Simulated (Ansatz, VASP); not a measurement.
# One calculation of GaP, two programs

```
CELL_PARAMETERS angstrom
0.00000 2.71923 2.71923
2.71923 0.00000 2.71923
2.71923 2.71923 0.00000
ATOMIC_POSITIONS crystal
Ga 0.00000 0.00000 0.00000
P 0.25000 0.25000 0.25000
```

Alike in both runs: functional PBEsol; k mesh 8 × 8 × 8; occupations gaussian, width 0.02 eV; no spin polarisation.

Ansatz relaxed the structure, and its values are those at the end. VASP's run is a single point on that final structure, the one shown.

|  | VASP | Ansatz |
| --- | --- | --- |
| version | VASP 6.6.1 | Ansatz 0.2.0 |
| potentials or method | VASP PAW PBE potentials, release 64 (Ga_d, P), cutoff 500 eV | scalar-relativistic, plane waves, PAW |
| valence electrons in the cell | 18 | 18 |

Ansatz gave:

| Quantity | Value |
| --- | --- |
| gap on the k mesh at the Fermi level (eV) | 1.50 |
| least direct gap on the mesh (eV) | 1.80 |
| pressure (GPa) | 0.0 |

Problem. Estimate VASP's values.

Solution. gap on the k mesh at the Fermi level (eV): 1.50; least direct gap on the mesh (eV): 1.80; pressure (GPa): -0.1.

VASP's potentials were made for PBE, not for PBEsol.
